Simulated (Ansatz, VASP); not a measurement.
**Ge in VASP and in Ansatz**

```
CELL_PARAMETERS angstrom
-0.61303 2.55783 2.55783
2.55783 -0.61303 2.55783
2.55783 2.55783 -0.61303
ATOMIC_POSITIONS crystal
Ge 0.50000 0.50000 0.50000
Ge 0.75000 0.75000 0.75000
```

Alike in both runs: task single point; functional PBEsol; k mesh 16 × 16 × 16; occupations gaussian, width 0.15 eV; no spin polarisation.

|  | VASP | Ansatz |
| --- | --- | --- |
| version | VASP 6.6.1 | Ansatz 0.2.0 |
| potentials or method | VASP PAW PBE potentials, release 64 (Ge_d), cutoff 520 eV | scalar-relativistic, plane waves, PAW |
| valence electrons in the cell | 28 | 28 |

Ansatz gave:

- gap on the k mesh at the Fermi level (eV): none
- pressure (GPa): 18.9
- traceless stress, the component that is largest in VASP (GPa): 28.53
- rms of the force components (eV/Å): 5.657

Q: Estimate VASP's values.

A: gap on the k mesh at the Fermi level (eV): none; pressure (GPa): 19.6; traceless stress, the component that is largest in VASP (GPa): 29.31; rms of the force components (eV/Å): 5.846.

VASP's potentials were made for PBE, not for PBEsol. Atom by atom the forces differ by 0.189 eV/Å (rms over components). A gap of «none» marks a metal or a gap that the smearing closes.
